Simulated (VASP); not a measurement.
# Pb (Fm-3m) in VASP: further runs, part 2 of 2

VASP 6.6.1.

## (3) Single point, PBEsol

This run uses another cell than the first one, of 22.90 Å³/atom, 0.905 times its volume.

INCAR reads:

```
PREC = Accurate
ENCUT = 500
EDIFF = 1E-6
ISMEAR = 0
SIGMA = 0.1
LREAL = False
LASPH = True
NELM = 120
ALGO = Normal
ISIF = 2
LWAVE = False
LCHARG = False
GGA = PS
NBANDS = 13
GGA_COMPAT = False
```

KPOINTS reads:

```
regular mesh
0
Gamma
  16 16 16
```

POSCAR reads:

```
Pb
1.0
    0.0000000000      2.2538202944      2.2538202944
    2.2538202944      0.0000000000      2.2538202944
    2.2538202944      2.2538202944      0.0000000000
Pb
1
Direct
    0.0000000000      0.0000000000      0.0000000000
```

Potentials or basis: VASP PAW PBE potentials, release 64 (Pb_d).

Run with:

```console
$ cat potpaw_PBE.64/Pb_d/POTCAR > POTCAR
$ mpirun -np 1 vasp_std > vasp.out
```

OUTCAR:

```text
PREC = Accurate
   ENCUT = 500
   EDIFF = 1E-6
   ISMEAR = 0
   LREAL = False
   LASPH = True
   NELM = 120
   ISIF = 2
   GGA = PS

 ion  position               nearest neighbor table
   1  0.000  0.000  0.000-

  LATTYP: Found a face centered cubic cell.
 ALAT       =     4.5076405888

  Lattice vectors:

 A1 = (   0.0000000000,   2.2538202944,   2.2538202944)
 A2 = (   2.2538202944,   0.0000000000,   2.2538202944)
 A3 = (   2.2538202944,   2.2538202944,   0.0000000000)

Analysis of symmetry for initial positions (statically):
=====================================================================
 Subroutine PRICEL returns:
 Original cell was already a primitive cell.

 Routine SETGRP: Setting up the symmetry group for a
 face centered cubic supercell.

 Subroutine GETGRP returns: Found 48 space group operations
 (whereof 48 operations were pure point group operations)
 out of a pool of 48 trial point group operations.

The static configuration has the point symmetry O_h .

Analysis of symmetry for dynamics (positions and initial velocities):
=====================================================================
 Subroutine PRICEL returns:
[... 160 lines left out ...]
 Fermi energy:        10.9089973836

 k-point     1 :       0.0000    0.0000    0.0000
  band No.  band energies     occupation
      1      -6.6472      2.00000
      2      -6.6472      2.00000
      3      -6.6472      2.00000
      4      -6.3240      2.00000
      5      -6.3240      2.00000
      6      -3.3277      2.00000
      7      20.4467      0.00000
      8      20.4467      0.00000
      9      20.4467      0.00000
     10      20.4683      0.00000
     11      25.5698      0.00000
     12      25.5795      0.00000
     13      25.5795      0.00000
[... 354 lines left out ...]
  band No.  band energies     occupation
      1      -6.6583      2.00000
      2      -6.6192      2.00000
      3      -6.6076      2.00000
      4      -6.3418      2.00000
      5      -6.3141      2.00000
      6      -3.0622      2.00000
      7      18.2846      0.00000
      8      18.8740      0.00000
      9      20.7086      0.00000
     10      20.7890      0.00000
     11      24.9111      0.00000
     12      25.6110      0.00000
     13      26.1331      0.00000

 [... further k-points ...]
[... 5 lines left out ...]
  --------------------------------------------------------------------------------------
  -------------------------------------------------------------------------------------
  Total        3.5591296      3.5591296      3.5591296     -0.0000000      0.0000000     -0.0000000
  in kB      249.0385207    249.0385207    249.0385207     -0.0000000      0.0000000     -0.0000000
  external PRESSURE =     249.0385207 kB  Pullay stress =       0.0000000 kB

 VOLUME and BASIS-vectors are now :
 -----------------------------------------------------------------------------
  energy-cutoff  :      500.00
  volume of cell :       22.90
      direct lattice vectors                 reciprocal lattice vectors
     0.000000000  2.253820294  2.253820294    -0.221845549  0.221845549  0.221845549
     2.253820294  0.000000000  2.253820294     0.221845549 -0.221845549  0.221845549
     2.253820294  2.253820294  0.000000000     0.221845549  0.221845549 -0.221845549

 POSITION                                       TOTAL-FORCE (eV/Angst)
 -----------------------------------------------------------------------------------
      0.00000      0.00000      0.00000         0.000000     -0.000000      0.000000
 -----------------------------------------------------------------------------------
    total drift:                               -0.000000      0.000000     -0.000000

  FREE ENERGIE OF THE ION-ELECTRON SYSTEM (eV)
  ---------------------------------------------------
  free  energy   TOTEN  =        -3.5741666619 eV

  energy  without entropy=       -3.5706766065  energy(sigma->0) =       -3.57242163
```

OSZICAR:

```text
N       E                     dE             d eps       ncg     rms          rms(c)
DAV:   1     0.104754413498E+03    0.10475E+03   -0.70864E+03  3908   0.135E+03
DAV:   2     0.919692255104E+00   -0.10383E+03   -0.99984E+02  4010   0.320E+02
DAV:   3    -0.351844596992E+01   -0.44381E+01   -0.44184E+01  4641   0.715E+01
DAV:   4    -0.360714673208E+01   -0.88701E-01   -0.88669E-01  4657   0.100E+01
DAV:   5    -0.361095172952E+01   -0.38050E-02   -0.38049E-02  5100   0.201E+00    0.100E+00
DAV:   6    -0.358369497949E+01    0.27257E-01   -0.25815E-02  4930   0.336E+00    0.467E-01
DAV:   7    -0.357490054929E+01    0.87944E-02   -0.11350E-02  5316   0.203E+00    0.966E-02
DAV:   8    -0.357417176627E+01    0.72878E-03   -0.66708E-04  5914   0.440E-01    0.823E-03
DAV:   9    -0.357416793736E+01    0.38289E-05   -0.81556E-06  4915   0.542E-02    0.508E-03
DAV:  10    -0.357416661858E+01    0.13188E-05   -0.33976E-07  3285   0.842E-03    0.241E-04
DAV:  11    -0.357416666190E+01   -0.43324E-07   -0.82904E-08  2790   0.495E-03
   1 F= -.35741667E+01 E0= -.35724216E+01  d E =-.349006E-02
```

stdout:

```text
POSCAR found type information on POSCAR Pb
 POSCAR found :  1 types and       1 ions
 scaLAPACK will be used
 -----------------------------------------------------------------------------
|                                                                             |
|                                                                             |
|     You enforced a specific xc type in the INCAR file but a different       |
|     I HOPE YOU KNOW WHAT YOU ARE DOING!                                     |
|                                                                             |
 -----------------------------------------------------------------------------

 LDA part: xc-table for (Slater+PW92), standard interpolation
 POSCAR, INCAR and KPOINTS ok, starting setup
 FFT: planning ... GRIDC
 FFT: planning ... GRID_SOFT
 FFT: planning ... GRID
 WAVECAR not read
 entering main loop
```

Wall time 14 s (1 thread of Intel Xeon Platinum 8488C (Sapphire Rapids), shared host); peak memory 0.16 GiB.

Results:

| Quantity | Value |
| --- | --- |
| Free energy | -3.5742 eV |
| Pressure | 24.9 GPa |
| Band gap on the k mesh | zero (band 7 reaches 20.45 eV, above the bottom of band 8 at 8.47 eV) |

Caveat: the PAW data sets were made with another functional, which shifts forces and pressure a little; spin-orbit coupling is left out, which moves the levels of the heavy elements.

## (4) Single point, PBEsol

This run uses another cell than the first one, of 22.90 Å³/atom, 0.905 times its volume.

INCAR reads:

```
SYSTEM = Pb
  ALGO = Normal
  EDIFF = 1E-6
  ENCUT = 500
  GGA = PS
  GGA_COMPAT = .False.
  ISIF = 2
  ISMEAR = 0
  LASPH = .True.
  LCHARG = .False.
  LREAL = .False.
  LWAVE = .False.
  NBANDS = 13
  NELM = 120
  PREC = Accurate
  SIGMA = 0.1
```

KPOINTS reads:

```
k-points
0
Gamma
  16 16 16
  0 0 0
```

POSCAR is that of step 3.

Run with:

```console
$ cat potpaw_PBE.64/Pb_d/POTCAR > POTCAR
$ mpirun -np 1 vasp_std > vasp.out
```

Wall time 13 s (1 thread of Intel Xeon Platinum 8488C (Sapphire Rapids), shared host); peak memory 0.16 GiB.

Results (log left out):

- Free energy: -3.5742 eV
- Pressure: 24.9 GPa
- Band gap on the k mesh: zero (band 7 reaches 20.45 eV, above the bottom of band 8 at 8.47 eV)

Levels at points of the mesh, in eV from the Fermi level:
```
           k point  band 3  band 4  band 5  band 6  band 7  band 8  band 9  band 10  band 11  band 12
(0.00, 0.00, 0.00)  -17.56  -17.23  -17.23  -14.24    9.54    9.54    9.54     9.56    14.66    14.67
(0.50, 0.00, 0.00)  -17.54  -16.94  -16.94   -8.60   -6.01    7.05    7.05     9.04    12.23    12.93
(0.50, 0.50, 0.00)  -16.96  -16.87  -16.87   -6.44   -4.76    2.12    2.12     6.25     7.57    19.60
```

Caveat: the PAW data sets were made with another functional, which shifts forces and pressure a little; spin-orbit coupling is left out, which moves the levels of the heavy elements.
